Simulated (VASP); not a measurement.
Write the native input for VASP 6.6.1 that does the following.

```
Task                   : relaxation of cell and atoms
Functional             : PBE
Potentials or basis    : VASP PAW PBE potentials, release 64 (Na_pv, F)
Cutoff                 : 600 eV
k mesh                 : 12 × 12 × 4
Occupations            : fermi-dirac, width 0.02 eV
Spin                   : no spin polarisation
Dipole correction      : no
Further INCAR settings : ALGO = Normal; EDIFF = 1e-07; IBRION = 2; EDIFFG = -0.005; NSW = 80; ISIF = 3
```

The structure of NaF lies in POSCAR:

```
NaF
1.0
    3.1933181280      0.0000000000      0.0000000000
   -1.5966590640      2.7654946212      0.0000000000
    0.0000000000      0.0000000000      5.2146885030
Na F
2 2
Direct
    0.3333333333      0.6666666667      0.0000000000
    0.6666666667      0.3333333333      0.5000000000
    0.3333333333      0.6666666667      0.3750000000
    0.6666666667      0.3333333333      0.8750000000
```

The input as run:

INCAR

```
PREC = Accurate
ENCUT = 600
EDIFF = 1E-7
ISMEAR = -1
SIGMA = 0.02
LREAL = False
LASPH = True
NELM = 100
ALGO = Normal
ISIF = 3
LWAVE = False
LCHARG = False
GGA = PE
IBRION = 2
NSW = 80
EDIFFG = -0.005
```

KPOINTS

```
regular mesh
0
Gamma
  12 12 4
```

Potentials or basis: VASP PAW PBE potentials, release 64 (Na_pv, F).

Launch:

```console
$ cat potpaw_PBE.64/Na_pv/POTCAR potpaw_PBE.64/F/POTCAR > POTCAR
$ mpirun -np 1 vasp_std > vasp.out
```

Results of the run:

The relaxed volume is 15.02 Å³/atom, the relaxed cell is a = 3.846 Å, b = 3.846 Å, c = 4.689 Å, α = 90.00°, β = 90.00°, γ = 120.00° and the space group after relaxing (to 0.1 Å) is P6_3/mmc (No. 194). The energy gained by relaxing is 409.9 meV/atom and the ionic steps are 50. The pressure after relaxing is 0.0 GPa and the band gap on the k mesh is 5.62 eV.

Caveat: the volume moved by over 15 % at a fixed basis, so the end points are rough.

Wall time 36 min on 1 thread of Intel(R) Xeon(R) Platinum 8259CL CPU @ 2.50GHz (Skylake/Cascade Lake), on a shared host, peak memory 0.2 GiB.
